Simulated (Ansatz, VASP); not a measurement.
Ir in VASP and in Ansatz

The input POSCAR:

```
Ir
1.0
    0.0000000000      1.9027432368      1.9027432368
    1.9027432368      0.0000000000      1.9027432368
    1.9027432368      1.9027432368      0.0000000000
Ir
1
Direct
    0.0000000000      0.0000000000      0.0000000000
```

File INCAR.step1:

```
SYSTEM = Ir
PREC = Accurate ; ENCUT = 520
EDIFF = 1E-5 ; ISMEAR = -1
SIGMA = 0.05 ; LREAL = .False.
LASPH = .True. ; NELM = 60
ALGO = Normal ; ISIF = 2
LWAVE = .True. ; LCHARG = .False.
GGA = PE ; NBANDS = 10
```

File INCAR.step2:

```
SYSTEM = Ir
PREC = Accurate ; ENCUT = 520
EDIFF = 1E-6 ; ISMEAR = -1
SIGMA = 0.05 ; LREAL = .False.
LASPH = .True. ; NELM = 60
ALGO = Normal ; ISIF = 2
LWAVE = .False. ; LCHARG = .False.
GGA = PE ; LHFCALC = .True.
AEXX = 0.25 ; PRECFOCK = Normal
ISTART = 1 ; NBANDS = 10
```

File KPOINTS:

```
Automatic mesh
0
Gamma
  6 6 6
  0 0 0
```

File input.yaml:

```yaml
crystal:
  lattice:
    - [0.0, 1.9027432368, 1.9027432368]
    - [1.9027432368, 0.0, 1.9027432368]
    - [1.9027432368, 1.9027432368, 0.0]
  atoms:
    - { symbol: Ir, position: [0.0, 0.0, 0.0] }
hamiltonian:
  xc: pbe0
  pseudopotentials: { kind: paw }
kpoints:
  mp_grid: { grid: [6, 6, 6] }
scf:
  occupations: { method: fermi_dirac, width: 0.05 }
output:
  forces: true
  stress: true
  eigenvalues: true
```

Alike in both runs: task single point; functional PBE0; k mesh 6 × 6 × 6; occupations fermi-dirac, width 0.05 eV; no spin polarisation.

|  | VASP | Ansatz |
| --- | --- | --- |
| version | VASP 6.6.1 | Ansatz 0.2.0 |
| potentials or method | VASP PAW PBE potentials, release 64 (Ir) | Ansatz PAW |
| plane-wave cutoff (eV) | 520 | 420 |
| valence electrons in the cell | 9 | 17 |

VASP gave:

```
gap on the k mesh at the Fermi level (eV) : none
pressure (GPa)                            : 9.2
```

Problem. Estimate Ansatz's values.

Solution. gap on the k mesh at the Fermi level (eV): none; pressure (GPa): 6.8.

A gap of «none» marks a metal or a gap that the smearing closes. VASP's potentials hold 9 valence electrons a cell and Ansatz's 17, so a difference there can come from the potentials and not from the codes.

The k mesh is coarse, so the values compare programs but aren't converged. Spin-orbit coupling is off throughout.
